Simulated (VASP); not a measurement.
A run of VASP 6.6.1 is set up as follows.

Contents of INCAR:

```
SYSTEM = Be3H
ALGO = Normal
EDIFF = 1E-7
ENCUT = 520
GGA = PE
ISIF = 2
ISMEAR = 0
LASPH = .TRUE.
LCHARG = .FALSE.
LREAL = .FALSE.
LWAVE = .FALSE.
NBANDS = 12
NELM = 100
PREC = Accurate
SIGMA = 0.1
```

KPOINTS

```
k-points
0
G
  16 16 16
  0 0 0
```

Contents of POSCAR:

```
Be3H
1.0
    3.0862309291      0.0000000000      0.0000000000
    0.0000000000      3.0862309291      0.0000000000
    0.0000000000      0.0000000000      3.0862309291
Be H
3 1
Direct
    0.0000000000      0.5000000000      0.5000000000
    0.5000000000      0.0000000000      0.5000000000
    0.5000000000      0.5000000000      0.0000000000
    0.0000000000      0.0000000000      0.0000000000
```

Potentials or basis: VASP PAW PBE potentials, release 64 (Be, H).

Run with:

```bash
$ cat potpaw_PBE.64/Be/POTCAR potpaw_PBE.64/H/POTCAR > POTCAR
$ mpirun -np 1 vasp_std > vasp.out
```

(1) What does it give for the band gap on the k mesh?

(2) Predict the pressure.

## Answers

(1) zero (an odd number of electrons rules out a gap without spin polarisation).

(2) 0.0 GPa.
